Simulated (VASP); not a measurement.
# SiAu3 (Fm-3m) in VASP: further runs, part 2 of 2

VASP 6.6.1. Earlier steps stand in the parts before.

## 3. Single point, PBE

This run uses another cell than the first one, of 18.45 Å³/atom.

File INCAR:

```
SYSTEM = SiAu3
PREC = Accurate
ENCUT = 520
EDIFF = 1E-6
ISMEAR = -1
SIGMA = 0.1
LREAL = .FALSE.
LASPH = .TRUE.
NELM = 80
ALGO = Normal
ISIF = 2
LWAVE = .FALSE.
LCHARG = .FALSE.
GGA = PE
NBANDS = 26
```

File KPOINTS:

```
Automatic mesh
0
G
  6 6 6
  0 0 0
```

File POSCAR:

```
SiAu3
1.0
    0.0000000000      3.3289723006      3.3289723006
    3.3289723006      0.0000000000      3.3289723006
    3.3289723006      3.3289723006      0.0000000000
Si Au
1 3
Direct
    0.0000000000      0.0000000000      0.0000000000
    0.2500000000      0.2500000000      0.2500000000
    0.7500000000      0.7500000000      0.7500000000
    0.5000000000      0.5000000000      0.5000000000
```

Potentials or basis: VASP PAW PBE potentials, release 64 (Si, Au).

Started as:

```
$ cat potpaw_PBE.64/Si/POTCAR potpaw_PBE.64/Au/POTCAR > POTCAR
$ mpirun -np 1 vasp_std > vasp.out
```

OUTCAR:

```text
SYSTEM = SiAu3
   PREC = Accurate
   ENCUT = 520
   EDIFF = 1E-6
   ISMEAR = -1
   LREAL = .FALSE.
   LASPH = .TRUE.
   NELM = 80
   ISIF = 2
   GGA = PE

 ion  position               nearest neighbor table
   1  0.000  0.000  0.000-   3 2.88   3 2.88   3 2.88   2 2.88   3 2.88   2 2.88   2 2.88   2 2.88
                             4 3.33   4 3.33   4 3.33   4 3.33   4 3.33   4 3.33
   2  0.250  0.250  0.250-   1 2.88   1 2.88   1 2.88   1 2.88   4 2.88   4 2.88   4 2.88   4 2.88
                             3 3.33   3 3.33   3 3.33   3 3.33   3 3.33   3 3.33
   3  0.750  0.750  0.750-   4 2.88   4 2.88   4 2.88   1 2.88   4 2.88   1 2.88   1 2.88   1 2.88
                             2 3.33   2 3.33   2 3.33   2 3.33   2 3.33   2 3.33
   4  0.500  0.500  0.500-   2 2.88   2 2.88   2 2.88   2 2.88   3 2.88   3 2.88   3 2.88   3 2.88
                             1 3.33   1 3.33   1 3.33   1 3.33   1 3.33   1 3.33

  LATTYP: Found a face centered cubic cell.
 ALAT       =     6.6579446012

  Lattice vectors:

 A1 = (   0.0000000000,   3.3289723006,   3.3289723006)
 A2 = (   3.3289723006,   0.0000000000,   3.3289723006)
 A3 = (   3.3289723006,   3.3289723006,   0.0000000000)

Analysis of symmetry for initial positions (statically):
=====================================================================
 Subroutine PRICEL returns:
 Original cell was already a primitive cell.

 Routine SETGRP: Setting up the symmetry group for a
 face centered cubic supercell.

 Subroutine GETGRP returns: Found 48 space group operations
 (whereof 48 operations were pure point group operations)
 out of a pool of 48 trial point group operations.

The static configuration has the point symmetry O_h .

Analysis of symmetry for dynamics (positions and initial velocities):
=====================================================================
 Subroutine PRICEL returns:
 Original cell was already a primitive cell.

 Routine SETGRP: Setting up the symmetry group for a
 face centered cubic supercell.

[... 117 lines left out ...]
   IMIX   =      4    mixing-type and parameters
     AMIX     =   0.40;   BMIX     =  1.00
     AMIX_MAG =   1.60;   BMIX_MAG =  1.00
  volume/ion in A,a.u.               =      18.45       124.48
  Fermi-wavevector in a.u.,A,eV,Ry     =   1.300634  2.457843 23.016292  1.691650
  Thomas-Fermi vector in A             =   2.431820
   LORBIT       =      0    0 simple, 1 ext, 2 COOP (PROOUT), +10 PAW based schemes
   GGA     = PE    functional components
   LHFCALC =     F    Hartree Fock is set to
   AEXX    =    0.0000 exact exchange contribution
   IVDW    =     0    specifies the selected vdW correction
   LEPSILON=     F    determine dielectric tensor
   LRPA    =     F    only Hartree local field effects (RPA)
 non-spin polarized calculation
  energy-cutoff  :      520.00
  volume of cell :       73.78
 maximum number of plane-waves:      2012
   NGX = 17   NGY = 17   NGZ = 17

 number of electron      36.9999998 magnetization

 Free energy of the ion-electron system (eV)
  ---------------------------------------------------
  ext. energy  EPLUGINS =         0.00000000
  ---------------------------------------------------
  free energy    TOTEN  =       -14.40502772 eV

  energy without entropy =      -14.36315641  energy(sigma->0) =      -14.38409207

 E-fermi :   8.5515     XC(G=0): -11.7474

 val. band max:        8.5364074896   @ k =   0.5000   0.5000   0.0000
 cond. band min:       8.6348907255   @ k =   0.5000   0.1667   0.0000
 fundamental gap:      0.0984832360
 Fermi energy:         8.5514603440

 k-point     1 :       0.0000    0.0000    0.0000
  band No.  band energies     occupation
      1      -2.2699      2.00000
      2       2.3299      2.00000
      3       2.3299      2.00000
      4       2.5166      2.00000
      5       2.5166      2.00000
      6       2.5166      2.00000
[... 453 lines left out ...]
     25      16.4213      0.00000
     26      17.1534      0.00000

------------------------ aborting loop because EDIFF is reached ----------------------------------------

  FORCE on cell =-STRESS in cart. coord.  units (eV):
  Direction    XX          YY          ZZ          XY          YZ          ZX
  --------------------------------------------------------------------------------------
  -------------------------------------------------------------------------------------
  Total       -2.2839373     -2.2839373     -2.2839373     -0.0000000     -0.0000000     -0.0000000
  in kB      -49.5945805    -49.5945805    -49.5945805     -0.0000000     -0.0000000     -0.0000000
  external PRESSURE =     -49.5945805 kB  Pullay stress =       0.0000000 kB

 VOLUME and BASIS-vectors are now :
 -----------------------------------------------------------------------------
  energy-cutoff  :      520.00
  volume of cell :       73.78
      direct lattice vectors                 reciprocal lattice vectors
     0.000000000  3.328972301  3.328972301    -0.150196504  0.150196504  0.150196504
     3.328972301  0.000000000  3.328972301     0.150196504 -0.150196504  0.150196504
     3.328972301  3.328972301  0.000000000     0.150196504  0.150196504 -0.150196504

 POSITION                                       TOTAL-FORCE (eV/Angst)
 -----------------------------------------------------------------------------------
      0.00000      0.00000      0.00000        -0.000000     -0.000000     -0.000000
      1.66449      1.66449      1.66449         0.000000      0.000000     -0.000000
      4.99346      4.99346      4.99346        -0.000000      0.000000      0.000000
      3.32897      3.32897      3.32897        -0.000000     -0.000000     -0.000000
 -----------------------------------------------------------------------------------
    total drift:                                0.000000      0.000000      0.000000

  FREE ENERGIE OF THE ION-ELECTRON SYSTEM (eV)
  ---------------------------------------------------
  free  energy   TOTEN  =       -14.4050277211 eV

  energy  without entropy=      -14.3631564120  energy(sigma->0) =      -14.38409207
```

OSZICAR:

```text
N       E                     dE             d eps       ncg     rms          rms(c)
DAV:   1     0.203892462206E+03    0.20389E+03   -0.18095E+04   832   0.130E+03
DAV:   2    -0.971045911034E+01   -0.21360E+03   -0.20264E+03   894   0.277E+02
DAV:   3    -0.155860653132E+02   -0.58756E+01   -0.57869E+01   966   0.430E+01
DAV:   4    -0.156276953741E+02   -0.41630E-01   -0.41600E-01   918   0.395E+00
DAV:   5    -0.156280465742E+02   -0.35120E-03   -0.35119E-03   910   0.397E-01    0.124E+01
DAV:   6    -0.144574393603E+02    0.11706E+01   -0.38973E+00   890   0.151E+01    0.904E+00
DAV:   7    -0.144215990706E+02    0.35840E-01   -0.10365E-01   874   0.201E+00    0.506E+00
DAV:   8    -0.144060198245E+02    0.15579E-01   -0.36712E-02   860   0.929E-01    0.365E-01
DAV:   9    -0.144051733456E+02    0.84648E-03   -0.20116E-03   888   0.295E-01    0.177E-01
DAV:  10    -0.144050228700E+02    0.15048E-03   -0.86000E-04   894   0.146E-01    0.423E-02
DAV:  11    -0.144050248637E+02   -0.19938E-05   -0.28787E-05   894   0.405E-02    0.189E-02
DAV:  12    -0.144050275826E+02   -0.27189E-05   -0.11749E-06   624   0.952E-03    0.285E-03
DAV:  13    -0.144050277211E+02   -0.13850E-06   -0.26655E-07   468   0.350E-03
   1 F= -.14405028E+02 E0= -.14384092E+02  d E =-.418713E-01
```

stdout:

```text
POSCAR found type information on POSCAR SiAu
 POSCAR found :  2 types and       4 ions
 scaLAPACK will be used
 LDA part: xc-table for (Slater+PW92), standard interpolation
 POSCAR, INCAR and KPOINTS ok, starting setup
 FFT: planning ... GRIDC
 FFT: planning ... GRID_SOFT
 FFT: planning ... GRID
 WAVECAR not read
 entering main loop
```

Run time: 32 s. Hardware: 1 thread of Intel Xeon 8259CL, shared host; peak memory 0.21 GiB.

What came out:

* Free energy: -14.4050 eV
* Pressure: -5.0 GPa
* Band gap on the k mesh: zero (an odd number of electrons rules out a gap without spin polarisation)

Caveat: the cell stands under tension; spin-orbit coupling is left out, which moves the levels of the heavy elements.

## 4. Single point, PBE

This run uses another cell than the first one, of 19.16 Å³/atom.

File INCAR:

```
PREC     = Accurate       # precision mode
ENCUT    = 520            # plane-wave cutoff, eV
EDIFF    = 1E-6           # SCF threshold, eV
ISMEAR   = -1             # smearing method
SIGMA    = 0.1            # smearing width, eV
LREAL    = F              # projectors in reciprocal space
LASPH    = T              # aspherical terms in the spheres
NELM     = 100            # most SCF steps
ALGO     = Normal         # electronic algorithm
ISIF     = 2              # what is computed and relaxed
LWAVE    = F              # write WAVECAR
LCHARG   = F              # write CHGCAR
GGA      = PE             # functional
NBANDS   = 26             # bands
```

File KPOINTS:

```
Automatic mesh
0
Gamma
  6 6 6
```

File POSCAR:

```
SiAu3
1.0
    0.0000000000      3.3711156643      3.3711156643
    3.3711156643      0.0000000000      3.3711156643
    3.3711156643      3.3711156643      0.0000000000
Si Au
1 3
Direct
    0.0000000000      0.0000000000      0.0000000000
    0.2500000000      0.2500000000      0.2500000000
    0.7500000000      0.7500000000      0.7500000000
    0.5000000000      0.5000000000      0.5000000000
```

Started as:

```
$ cat potpaw_PBE.64/Si/POTCAR potpaw_PBE.64/Au/POTCAR > POTCAR
$ mpirun -np 1 vasp_std > vasp.out
```

Run time: 32 s. Hardware: 1 thread of Intel Xeon 8259CL, shared host; peak memory 0.21 GiB.

It converged, with:

```yaml
Free_energy: -14.2901 eV
Pressure: -8.0 GPa
Band_gap_on_the_k_mesh: zero (an odd number of electrons rules out a gap without spin polarisation)
```

Levels at points of the mesh, in eV from the Fermi level:
| k point | band 16 | band 17 | band 18 | band 19 | band 20 | band 21 |
| --- | --- | --- | --- | --- | --- | --- |
| (0.00, 0.00, 0.00) | -3.16 | -2.32 | 1.45 | 1.45 | 1.45 | 1.95 |
| (0.50, 0.00, 0.00) | -3.09 | -2.70 | -0.94 | 1.30 | 1.30 | 2.33 |
| (0.50, 0.50, 0.00) | -2.85 | -2.72 | -2.42 | -2.42 | -0.09 | 0.71 |

Caveat: the cell stands under tension; spin-orbit coupling is left out, which moves the levels of the heavy elements.

## 5. Single point, PBE

This run uses another cell than the first one, of 19.86 Å³/atom.

File INCAR:

```
  PREC = Accurate
  ENCUT = 520
  EDIFF = 1E-6
  ISMEAR = -1
  SIGMA = 0.1
  LREAL = False
  LASPH = True
  NELM = 100
  ALGO = Normal
  ISIF = 2
  LWAVE = False
  LCHARG = False
  GGA = PE
  NBANDS = 26
```

File KPOINTS:

```
regular mesh
0
Gamma
  6 6 6
```

File POSCAR:

```
SiAu3
1.0
    0.0000000000      3.4122308831      3.4122308831
    3.4122308831      0.0000000000      3.4122308831
    3.4122308831      3.4122308831      0.0000000000
Si Au
1 3
Direct
    0.0000000000      0.0000000000      0.0000000000
    0.2500000000      0.2500000000      0.2500000000
    0.7500000000      0.7500000000      0.7500000000
    0.5000000000      0.5000000000      0.5000000000
```

Started as:

```
$ cat potpaw_PBE.64/Si/POTCAR potpaw_PBE.64/Au/POTCAR > POTCAR
$ mpirun -np 1 vasp_std > vasp.out
```

It took 33 s on 1 thread of Intel Xeon 8259CL, shared host; peak memory 0.21 GiB.

Results (log left out):

* Free energy: -14.1272 eV
* Pressure: -10.4 GPa
* Band gap on the k mesh: zero (an odd number of electrons rules out a gap without spin polarisation)

Levels at points of the mesh, in eV from the Fermi level:
| k point | band 14 | band 15 | band 16 | band 17 | band 18 | band 19 | band 20 | band 21 | band 22 | band 23 |
| --- | --- | --- | --- | --- | --- | --- | --- | --- | --- | --- |
| (0.00, 0.00, 0.00) | -3.06 | -3.05 | -3.05 | -2.35 | 1.45 | 1.45 | 1.45 | 1.88 | 3.79 | 3.79 |
| (0.50, 0.00, 0.00) | -3.18 | -2.98 | -2.98 | -2.60 | -0.97 | 1.27 | 1.27 | 2.24 | 2.81 | 2.81 |
| (0.50, 0.50, 0.00) | -3.08 | -2.75 | -2.75 | -2.62 | -2.22 | -2.22 | -0.16 | 0.67 | 5.12 | 6.93 |

Caveat: the cell stands under tension; spin-orbit coupling is left out, which moves the levels of the heavy elements.

## 6. Overview

```tsv
cell	gap on the mesh (eV)	pressure (GPa)
a = 4.584 Å, angles 60.0°, 4 atoms	none	4.4
a = 4.708 Å, angles 60.0°, 4 atoms	none	-5.0
a = 4.767 Å, angles 60.0°, 4 atoms	none	-8.0
a = 4.826 Å, angles 60.0°, 4 atoms	none	-10.4
```

Alike in all rows: task single point; level PBE; potentials or basis VASP PAW PBE potentials, release 64 (Si, Au); no spin polarisation; k mesh 6 × 6 × 6; cutoff (eV) 520; smearing fermi-dirac 0.1 eV.

Caveats: spin-orbit coupling is left out, which moves the levels of the heavy elements; the cell stands under tension (at least some runs); the cell stands under pressure (at least some runs).

Absolute energies hang on the potentials; compare differences alone.

The gap in the log of VASP goes by the Fermi energy; the results here count the filled bands.